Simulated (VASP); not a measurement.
CaNdAu3:

```
Ca Nd Au
1.0
     4.89382    0.00000    0.00000
     0.00000    4.89382    0.00000
     0.00000    0.00000    4.89382
Ca Nd Au
1 1 3
Direct
  0.00000 0.00000 0.00000
  0.50000 0.50000 0.50000
  0.50000 0.00000 0.00000
  0.00000 0.50000 0.00000
  0.00000 0.00000 0.50000
```

The cell was generated, and may not be a known phase.

```yaml
Program: VASP 6.6.1
Task: relaxation of cell and atoms
Functional: PBE
Potentials_or_basis: VASP PAW PBE potentials, release 64 (Ca_sv, Nd_3, Au), 4f in core
Cutoff: 500 eV
k_mesh: 3 × 3 × 3
Occupations: gaussian, width 0.2 eV
Spin: no spin polarisation
```

At the start: pressure 14.1 GPa; volume 23.44 Å³/atom.

Q: Where does the relaxation end?

A: Over 3 steps the energy falls by 189.6 meV/atom and the volume is 28.60 Å³/atom (+22.0 %); space group Pm-3m (No. 221, to 0.1 Å) before and after.

The path:
```
step  energy change (eV)  largest force (eV/Å)  pressure (GPa)  volume (Å³)
   1              0.0000                0.0000           14.14       117.20
   2             -0.8244                0.0000           -2.92       155.93
   3             -0.9478                0.0000            0.13       143.00
```

Final structure:
```yaml
crystal:
  lattice:
    - [5.22930, 0.00000, 0.00000]
    - [0.00000, 5.22930, 0.00000]
    - [0.00000, 0.00000, 5.22930]
  atoms:
    - { symbol: Ca, position: [0.00000, 0.00000, 0.00000] }
    - { symbol: Nd, position: [0.50000, 0.50000, 0.50000] }
    - { symbol: Au, position: [0.50000, 0.00000, 0.00000] }
    - { symbol: Au, position: [0.00000, 0.50000, 0.00000] }
    - { symbol: Au, position: [0.00000, 0.00000, 0.50000] }
```

Caveat: the k points lie up to 0.40 Å⁻¹ apart in the final cell, too coarse for converged energies and pressures of a metal; the volume moved by over 15 % at a fixed basis, so the end points are rough.
